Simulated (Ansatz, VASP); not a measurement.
## Two plane-wave programs on In

```
In
1.0
     3.44139    0.00000    0.00000
    -1.72070    2.98033    0.00000
     0.00000    0.00000    5.58581
In
2
Direct
  0.33333 0.66667 0.25000
  0.66667 0.33333 0.75000
```

Alike in both runs: functional revPBE; k mesh 11 × 11 × 6; occupations fermi-dirac, width 0.1 eV; no spin polarisation.

Ansatz relaxed the structure, and its values are those at the end. VASP's run is a single point on that final structure, the one shown.

```csv
,VASP,Ansatz
version,VASP 6.6.1,Ansatz 0.2.0
potentials or method,"VASP PAW PBE potentials, release 64 (In_d), cutoff 520 eV","plane waves (420 eV) with PAW, scalar-relativistic"
valence electrons in the cell,26,26
```

```tsv
	VASP	Ansatz	Ansatz less VASP
pressure (GPa)	0.0	0.0	+0.03
```

VASP's potentials were made for PBE, not for revPBE.
